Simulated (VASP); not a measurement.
Wanted: the native input for a VASP 6.6.1 run.

```yaml
Task: single point
Functional: r2SCAN
Potentials_or_basis: VASP PAW PBE potentials, release 64 (Ti_sv)
Cutoff: 520 eV
k_mesh: 20 × 20 × 20
Occupations: gaussian, width 0.15 eV
Spin: no spin polarisation
Dipole_correction: no
Further_INCAR_settings: ALGO = Normal; EDIFF = 1e-06; NBANDS = 12
```

Crystal: Ti.

```
Ti
1.0
     0.00000    2.19240    1.86760
     2.19240    0.00000    1.86760
     2.19240    2.19240    0.00000
Ti
1
Direct
  0.00000 0.00000 0.00000
```

This cell differs from its parent crystal: strain +0.080 along x and y, -0.080 along z.

The input as run:

POSCAR

```
Ti
1.0
    0.0000000000      2.1924000000      1.8676000000
    2.1924000000      0.0000000000      1.8676000000
    2.1924000000      2.1924000000      0.0000000000
Ti
1
Direct
    0.0000000000      0.0000000000      0.0000000000
```

INCAR.step1

```
SYSTEM = Ti
ALGO = Normal ; EDIFF = 1E-4
ENCUT = 520 ; GGA = PE
ISMEAR = 0 ; LASPH = .TRUE.
LCHARG = .FALSE. ; LREAL = .FALSE.
LWAVE = .TRUE. ; NBANDS = 12
NELM = 100 ; PREC = Accurate
SIGMA = 0.15
```

INCAR.step2

```
SYSTEM = Ti
ALGO = Normal ; EDIFF = 1E-6
ENCUT = 520 ; ISIF = 2
ISMEAR = 0 ; ISTART = 1
LASPH = .TRUE. ; LCHARG = .TRUE.
LELF = .TRUE. ; LMIXTAU = .TRUE.
LREAL = .FALSE. ; LVHAR = .TRUE.
LWAVE = .FALSE. ; METAGGA = R2SCAN
NBANDS = 12 ; NELM = 100
PREC = Accurate ; SIGMA = 0.15
```

KPOINTS

```
k-points
0
G
  20 20 20
  0 0 0
```

Potentials or basis: VASP PAW PBE potentials, release 64 (Ti_sv).

The run is started by

```bash
$ cat potpaw_PBE.64/Ti_sv/POTCAR > POTCAR
$ cp INCAR.step1 INCAR
$ mpirun -np 1 vasp_std > vasp.out
$ cp INCAR.step2 INCAR
$ mpirun -np 1 vasp_std > vasp.out
```

Results of the run:

The pressure is -3.4 GPa and the band gap on the k mesh is zero (band 6 reaches 8.77 eV, above the bottom of band 7 at 7.29 eV).

Caveat: the cell differs from its parent crystal (strain +0.080 along x and y, -0.080 along z); the PAW data sets were made with another functional, which shifts forces and pressure a little.

It took 2.5 min on 1 thread of Intel(R) Xeon(R) 6975P-C (Granite Rapids), with other jobs on the host, peak memory 0.25 GiB.
